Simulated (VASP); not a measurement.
# FeSi16 (a cell with a defect) in VASP: single point with PBE

Aim: the single point of FeSi16 (a cell with a defect) with PBE.

Everything below comes from runs of VASP 6.6.1. Logs are shortened: lines on timing, memory, paths and dates and some standing lists are left out, and cuts for length are marked.

## Step 1: The cell of the first run

The cell holds a defect, 17 atoms: a = 7.679 Å, b = 7.679 Å, c = 7.679 Å, α = 60.00°, β = 60.00°, γ = 60.00°.

## Step 2: Single point, PBE, collinear spin, ferromagnetic start

INCAR reads:

```
ALGO     = Normal         # electronic algorithm
EDIFF    = 1E-6           # SCF threshold, eV
ENCUT    = 520            # plane-wave cutoff, eV
GGA      = PE             # functional
ISIF     = 2              # what is computed and relaxed
ISMEAR   = -1             # smearing method
ISPIN    = 2              # spin polarisation
LASPH    = True           # aspherical terms in the spheres
LCHARG   = False          # write CHGCAR
LMAXMIX  = 4              # l up to which the mixer works
LORBIT   = 11             # projections on sites
LREAL    = Auto         
LWAVE    = False          # write WAVECAR
MAGMOM   = 0 0 0 0 0 0 0 0 0 0 0 0 0 0 0 0 2.5 # initial moments
NBANDS   = 54             # bands
NELM     = 150            # most SCF steps
PREC     = Accurate       # precision mode
SIGMA    = 0.05           # smearing width, eV
```

KPOINTS reads:

```
k-points
0
Gamma
  2 2 2
```

POSCAR reads:

```
FeSi16
1.0
    0.0000000000      5.4300000000      5.4300000000
    5.4300000000      0.0000000000      5.4300000000
    5.4300000000      5.4300000000      0.0000000000
Si Fe
16 1
Direct
   -0.0029142475      0.0008943040      0.0008727710
    0.1241763130      0.1259761369      0.1259839160
    0.0007167633     -0.0023291461      0.5006913524
    0.1239630623      0.1260501497      0.6240243322
    0.0007217244      0.5007109936     -0.0023552949
    0.1239823779      0.6240077032      0.1260530703
    0.0007160849      0.5007028290      0.5006853137
    0.1249771249      0.6249647938      0.6249468525
    0.5016004649      0.0015830650      0.0015592179
    0.6252538112      0.1253507155      0.1254861027
    0.5007975060      0.0007818333      0.4973889215
    0.6259738642      0.1259795462      0.6242110116
    0.5008629489      0.4972125825      0.0008257240
    0.6259720170      0.6241905982      0.1259854375
    0.4976889627      0.5007026602      0.5006879399
    0.6260487185      0.6239741383      0.6240100789
    0.3760183032      0.8763853967      0.8768957527
```

Potentials or basis: VASP PAW PBE potentials, release 64 (Si, Fe).

On the command line:

```
$ cat potpaw_PBE.64/Si/POTCAR potpaw_PBE.64/Fe/POTCAR > POTCAR
$ mpirun -np 1 vasp_std > vasp.out
```

OUTCAR:

```text
EDIFF = 1E-6
   ENCUT = 520
   GGA = PE
   ISIF = 2
   ISMEAR = -1
   ISPIN = 2
   LASPH = True
   LORBIT = 11
   LREAL = Auto
   NELM = 150
   PREC = Accurate

 ion  position               nearest neighbor table
   1  0.997  0.001  0.001-  10 2.33   4 2.36   6 2.36   2 2.37  17 2.38
   2  0.124  0.126  0.126-   3 2.35   5 2.35   1 2.37   9 2.37  17 2.71
   3  0.001  0.998  0.501-   8 2.34   2 2.35  12 2.35   4 2.35
   4  0.124  0.126  0.624-   7 2.35   3 2.35  11 2.36   1 2.36  17 2.74
   5  0.001  0.501  0.998-   8 2.34   2 2.35  14 2.35   6 2.35
   6  0.124  0.624  0.126-   7 2.35   5 2.35  13 2.36   1 2.36  17 2.74
   7  0.001  0.501  0.501-   8 2.34   6 2.35   4 2.35  16 2.35
   8  0.125  0.625  0.625-   5 2.34   3 2.34  15 2.34   7 2.34
   9  0.502  0.002  0.002-  10 2.33  17 2.35  12 2.37  14 2.37   2 2.37
  10  0.625  0.125  0.125-   9 2.33   1 2.33  13 2.33  11 2.33
  11  0.501  0.001  0.497-  10 2.33  16 2.36   4 2.36  12 2.37  17 2.38
  12  0.626  0.126  0.624-  15 2.35   3 2.35  11 2.37   9 2.37  17 2.71
  13  0.501  0.497  0.001-  10 2.33  16 2.36   6 2.36  14 2.37  17 2.38
  14  0.626  0.624  0.126-  15 2.35   5 2.35  13 2.37   9 2.37  17 2.71
  15  0.498  0.501  0.501-   8 2.34  14 2.35  12 2.35  16 2.35
  16  0.626  0.624  0.624-   7 2.35  15 2.35  11 2.36  13 2.36  17 2.74
  17  0.376  0.876  0.877-   9 2.35   1 2.38  13 2.38  11 2.38   2 2.71  14 2.71  12 2.71   6 2.74
                             4 2.74  16 2.74

  LATTYP: Found a face centered cubic cell.
 ALAT       =    10.8600000000

  Lattice vectors:

 A1 = (   0.0000000000,   5.4300000000,   5.4300000000)
 A2 = (   5.4300000000,   0.0000000000,   5.4300000000)
 A3 = (   5.4300000000,   5.4300000000,   0.0000000000)

Analysis of symmetry for initial positions (statically):
=====================================================================
 Subroutine PRICEL returns:
 Original cell was already a primitive cell.

 Routine SETGRP: Setting up the symmetry group for a
 face centered cubic supercell.

 Subroutine GETGRP returns: Found  1 space group operations
 (whereof  1 operations were pure point group operations)
 out of a pool of 48 trial point group operations.

The static configuration has the point symmetry C_1 .

Analysis of symmetry for dynamics (positions and initial velocities):
=====================================================================
 Subroutine PRICEL returns:
 Original cell was already a primitive cell.

 Routine SETGRP: Setting up the symmetry group for a
[... 174 lines left out ...]
  ---------------------------------------------------
  ext. energy  EPLUGINS =         0.00000000
  ---------------------------------------------------
  free energy    TOTEN  =       -92.33097940 eV

  energy without entropy =      -92.28020891  energy(sigma->0) =      -92.30559415

 E-fermi :   6.3712     XC(G=0):  -9.6835

 val. band max:        6.3368592306   @ k =   0.0000   0.0000   0.0000
 cond. band min:       6.4719627948   @ k =   0.5000   0.5000   0.0000
 fundamental gap:      0.1351035642
 Fermi energy:         6.3711858489

 spin component 1

 k-point     1 :       0.0000    0.0000    0.0000
  band No.  band energies     occupation
      1      -6.0140      1.00000
      2      -3.6446      1.00000
      3      -3.6400      1.00000
      4      -3.6397      1.00000
      5      -3.6383      1.00000
      6      -2.0303      1.00000
[... 397 lines left out ...]
     47      10.3540      0.00000
     48      10.4093      0.00000
 Fermi energy:         6.3711858489

 spin component 2

 k-point     1 :       0.0000    0.0000    0.0000
  band No.  band energies     occupation
      1      -5.9774      1.00000
      2      -3.6104      1.00000
      3      -3.6046      1.00000
      4      -3.6038      1.00000
      5      -3.6036      1.00000
      6      -2.0021      1.00000
[... 397 lines left out ...]
     47      10.4384      0.00000
     48      10.4449      0.00000
 [bands above 48 left out]

------------------------ aborting loop because EDIFF is reached ----------------------------------------

  FORCE on cell =-STRESS in cart. coord.  units (eV):
  Direction    XX          YY          ZZ          XY          YZ          ZX
  --------------------------------------------------------------------------------------
  -------------------------------------------------------------------------------------
  Total        4.9530084      4.9522828      4.9509325      0.0103877      0.0106503      0.0105763
  in kB       24.7827882     24.7791575     24.7724011      0.0519755      0.0532899      0.0529195
  external PRESSURE =      24.7781156 kB  Pullay stress =       0.0000000 kB

 VOLUME and BASIS-vectors are now :
 -----------------------------------------------------------------------------
  energy-cutoff  :      520.00
  volume of cell :      320.21
      direct lattice vectors                 reciprocal lattice vectors
     0.000000000  5.430000000  5.430000000    -0.092081031  0.092081031  0.092081031
     5.430000000  0.000000000  5.430000000     0.092081031 -0.092081031  0.092081031
     5.430000000  5.430000000  0.000000000     0.092081031  0.092081031 -0.092081031

 POSITION                                       TOTAL-FORCE (eV/Angst)
 -----------------------------------------------------------------------------------
      0.00960      5.41891      5.41903         0.002272      0.000597      0.000381
      1.36814      1.35837      1.35833        -0.002484      0.008898      0.009520
      8.13611      2.72265      5.42124         0.004434     -0.004194      0.004741
      4.07290      4.06157      1.35757        -0.001751      0.002397     -0.004535
      8.13607      5.42113      2.72278         0.004967      0.004895     -0.004720
      4.07283      1.35769      4.06159        -0.002871     -0.003872      0.002582
[... 9 lines left out ...]
      6.77655      6.78782      6.78762         0.002417     -0.002029     -0.003663
      9.52032      6.80332      6.80055        -0.054336     -0.048566     -0.040619
 -----------------------------------------------------------------------------------
    total drift:                               -0.001667     -0.001805     -0.000255

  FREE ENERGIE OF THE ION-ELECTRON SYSTEM (eV)
  ---------------------------------------------------
  free  energy   TOTEN  =       -92.3309794003 eV

  energy  without entropy=      -92.2802089064  energy(sigma->0) =      -92.30559415

 total charge

# of ion       s       p       d       tot
------------------------------------------
    1        0.733   0.963   0.000   1.696
    2        0.733   0.952   0.000   1.685
    3        0.741   0.948   0.000   1.689
    4        0.734   0.952   0.000   1.686
    5        0.741   0.948   0.000   1.689
    6        0.734   0.952   0.000   1.686
[... 9 lines left out ...]
   16        0.734   0.952   0.000   1.686
   17        0.374   0.415   6.522   7.311
--------------------------------------------------
tot         12.171  15.667   6.522  34.360

 magnetization (x)

# of ion       s       p       d       tot
------------------------------------------
    1        0.001   0.033   0.000   0.034
    2       -0.000   0.003   0.000   0.003
    3        0.001   0.008   0.000   0.010
    4       -0.000   0.003   0.000   0.003
    5        0.001   0.008   0.000   0.010
    6       -0.000   0.003   0.000   0.003
[... 9 lines left out ...]
   16       -0.000   0.003   0.000   0.003
   17        0.012   0.010   1.733   1.756
--------------------------------------------------
tot          0.021   0.189   1.733   1.943
```

stdout:

```text
POSCAR found type information on POSCAR SiFe
 POSCAR found :  2 types and      17 ions
 scaLAPACK will be used
 LDA part: xc-table for (Slater+PW92), standard interpolation
 POSCAR, INCAR and KPOINTS ok, starting setup
 FFT: planning ... GRIDC
 FFT: planning ... GRID_SOFT
 FFT: planning ... GRID
 WAVECAR not read
 entering main loop
```

Wall time 17 min (1 thread of Oxide Virtual Turin-like, shared host); peak memory 0.68 GiB.

Results:

```
Free energy                                           : -92.3310 eV
Pressure                                              : 2.5 GPa
Largest force                                         : 0.083 eV/Å
Net moment                                            : 2.20 μB per cell
Site moments                                          : Si +0.03, +0.00, +0.01, -0.00, +0.04; Fe +1.76 μB
Valence electrons inside the program's atomic spheres : Si 1.70, 1.69, 1.71; Fe 7.31
```

Forces in eV/Å, atoms in the order of the input:
```
Si   0.002  0.001  0.000
Si  -0.002  0.009  0.010
Si   0.004 -0.004  0.005
Si  -0.002  0.002 -0.005
Si   0.005  0.005 -0.005
Si  -0.003 -0.004  0.003
Si   0.000 -0.001 -0.001
Si   0.000  0.000  0.000
Si   0.020  0.019  0.019
Si   0.007  0.006  0.006
Si   0.003  0.002 -0.001
Si   0.010  0.011 -0.003
Si   0.002  0.002  0.001
Si   0.009 -0.003  0.010
Si  -0.004  0.004  0.004
Si   0.002 -0.002 -0.004
Fe  -0.054 -0.049 -0.041
```

Levels at points of the mesh, in eV from the Fermi level:
Spin up:
```
           k point  band 33  band 34  band 35  band 36  band 37  band 38  band 39  band 40  band 41  band 42
(0.00, 0.00, 0.00)    -0.30    -0.30    -0.25    -0.16    -0.16    -0.14     0.54     0.54     0.80     0.80
(0.50, 0.00, 0.00)    -1.32    -0.86    -0.84    -0.32    -0.32     0.73     1.24     1.30     1.32     1.46
(0.00, 0.50, 0.00)    -1.32    -0.86    -0.84    -0.32    -0.31     0.73     1.24     1.30     1.32     1.46
(0.00, 0.00, 0.50)    -1.32    -0.87    -0.84    -0.32    -0.31     0.73     1.24     1.30     1.32     1.47
(0.50, 0.50, 0.50)    -1.34    -0.84    -0.84    -0.33    -0.33     0.72     1.26     1.31     1.31     1.46
(0.50, 0.50, 0.00)    -1.59    -1.46    -0.87    -0.86    -0.24     0.76     1.24     2.03     2.04     2.05
(0.00, 0.50, 0.50)    -1.59    -1.46    -0.87    -0.86    -0.24     0.76     1.24     2.03     2.04     2.05
(0.50, 0.00, 0.50)    -1.59    -1.46    -0.87    -0.86    -0.24     0.76     1.24     2.03     2.04     2.05
```
Spin down:
| k point | band 31 | band 32 | band 33 | band 34 | band 35 | band 36 | band 37 | band 38 | band 39 | band 40 |
| --- | --- | --- | --- | --- | --- | --- | --- | --- | --- | --- |
| (0.00, 0.00, 0.00) | -0.85 | -0.85 | -0.08 | -0.06 | -0.06 | -0.03 | 0.35 | 0.35 | 0.97 | 0.98 |
| (0.50, 0.00, 0.00) | -1.08 | -1.07 | -0.69 | -0.15 | -0.13 | 0.61 | 0.62 | 0.85 | 1.34 | 1.40 |
| (0.00, 0.50, 0.00) | -1.08 | -1.07 | -0.69 | -0.15 | -0.13 | 0.61 | 0.62 | 0.85 | 1.34 | 1.40 |
| (0.00, 0.00, 0.50) | -1.08 | -1.07 | -0.69 | -0.14 | -0.13 | 0.61 | 0.62 | 0.85 | 1.34 | 1.41 |
| (0.50, 0.50, 0.50) | -1.08 | -1.08 | -0.69 | -0.15 | -0.15 | 0.62 | 0.62 | 0.84 | 1.36 | 1.41 |
| (0.50, 0.50, 0.00) | -1.68 | -1.54 | -0.91 | -0.11 | -0.09 | 0.10 | 1.06 | 1.25 | 1.48 | 2.05 |
| (0.00, 0.50, 0.50) | -1.68 | -1.54 | -0.91 | -0.11 | -0.09 | 0.10 | 1.06 | 1.25 | 1.48 | 2.05 |
| (0.50, 0.00, 0.50) | -1.68 | -1.54 | -0.91 | -0.11 | -0.09 | 0.10 | 1.06 | 1.25 | 1.48 | 2.05 |

Caveat: the k points lie up to 0.50 Å⁻¹ apart.
